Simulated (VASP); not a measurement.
**K: single point with HSE06**

K:

```
K
1.0
    -2.62228    2.62228    2.62228
     2.62228   -2.62228    2.62228
     2.62228    2.62228   -2.62228
K
1
Direct
  0.00000 0.00000 0.00000
```

| Item | Value |
| --- | --- |
| Program | VASP 6.6.1 |
| Task | single point |
| Functional | HSE06 |
| Potentials or basis | VASP PAW PBE potentials, release 64 (K_sv) |
| Cutoff | 520 eV |
| k mesh | 6 × 6 × 6 |
| Occupations | fermi-dirac, width 0.1 eV |
| Spin | no spin polarisation |
| Dipole correction | no |
| Grid for exact exchange (PRECFOCK) | Normal |
| Further INCAR settings | ALGO = Normal; EDIFF = 1e-06; NBANDS = 10 |
| Share of exact exchange | 0.25 |
| Screening parameter | 0.2079 1/Å |

- Pressure: 0.2 GPa
- Band gap on the k mesh: zero (an odd number of electrons rules out a gap without spin polarisation)

Levels at points of the mesh, in eV from the Fermi level:
| k point | band 1 | band 2 | band 3 | band 4 | band 5 | band 6 | band 7 | band 8 | band 9 |
| --- | --- | --- | --- | --- | --- | --- | --- | --- | --- |
| (0.00, 0.00, 0.00) | -35.18 | -17.27 | -17.27 | -17.27 | -2.58 | 4.93 | 4.93 | 4.93 | 5.90 |
| (0.50, 0.00, 0.00) | -35.18 | -17.34 | -17.29 | -17.27 | 0.55 | 0.72 | 3.64 | 5.51 | 6.32 |
| (0.50, 0.50, 0.50) | -35.17 | -17.32 | -17.32 | -17.32 | 1.95 | 1.95 | 3.78 | 3.78 | 3.78 |

It took 35 min on 1 thread of Intel Xeon 8259CL, on a shared host, peak memory 0.32 GiB.

Caveat: the PAW data sets were made with another functional, which shifts forces and pressure a little.
